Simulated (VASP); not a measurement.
A run of VASP 6.6.1 is set up as follows.

INCAR

```
PREC     = Accurate       # precision mode
ENCUT    = 400            # plane-wave cutoff, eV
EDIFF    = 1E-6           # SCF threshold, eV
ISMEAR   = -1             # smearing method
SIGMA    = 0.05           # smearing width, eV
LREAL    = F              # projectors in reciprocal space
LASPH    = T              # aspherical terms in the spheres
NELM     = 120            # most SCF steps
ALGO     = Normal         # electronic algorithm
ISIF     = 2              # what is computed and relaxed
LWAVE    = F              # write WAVECAR
LCHARG   = T              # write CHGCAR
GGA      = PS             # functional
LELF     = T              # ELF
LVHAR    = T            
NBANDS   = 72             # bands
GGA_COMPAT= F            
NELMDL   = -8
```

The input KPOINTS:

```
Automatic mesh
0
Gamma
  6 6 1
```

Contents of POSCAR:

```
SnTe
1.0
    3.1422500000      3.1422500000      0.0000000000
   -3.1422500000      3.1422500000      0.0000000000
    0.0000000000      0.0000000000     28.7112470000
Te Sn
6 6
Direct
    0.5008240000      0.4960000000      0.2255100000
    0.5003470000      0.4985820000      0.4443350000
    0.4988920000      0.4999830000      0.6641760000
    0.9998770000      0.9967920000      0.3354070000
    0.9999780000      0.9996030000      0.5552830000
    0.9991470000      0.0000000000      0.7740490000
    0.0035440000      0.9980910000      0.2325000000
    0.0025300000      0.0009070000      0.4489230000
    0.0004250000      0.0019560000      0.6696640000
    0.5019470000      0.4975050000      0.3298490000
    0.5019450000      0.5028960000      0.5505830000
    0.5016730000      0.5057900000      0.7670480000
```

Potentials or basis: VASP PAW PBE potentials, release 64 (Te, Sn_d).

Command:

```sh
$ cat potpaw_PBE.64/Te/POTCAR potpaw_PBE.64/Sn_d/POTCAR > POTCAR
$ mpirun -np 1 vasp_std > vasp.out
```

Question: Predict the largest force.

Answer: 0.021 eV/Å.

Question: Estimate the band gap on the k mesh.

Answer: 0.67 eV.

Forces on the atoms (eV/Å):
```
Te  -0.005 -0.002 -0.010
Te   0.000  0.000 -0.018
Te   0.004 -0.001 -0.021
Te   0.007  0.002  0.014
Te  -0.001  0.000  0.006
Te  -0.002  0.000  0.007
Sn   0.002  0.002 -0.014
Sn  -0.001  0.001 -0.005
Sn  -0.004  0.001 -0.002
Sn  -0.003 -0.002  0.009
Sn   0.002 -0.001  0.016
Sn   0.001 -0.001  0.018
```

Caveat: there is no dipole correction, which matters where the two faces differ; semilocal functionals underestimate gaps, and a narrow one can read as zero; the PAW data sets were made with another functional, which shifts forces and pressure a little; spin-orbit coupling is left out, which moves the levels of the heavy elements.
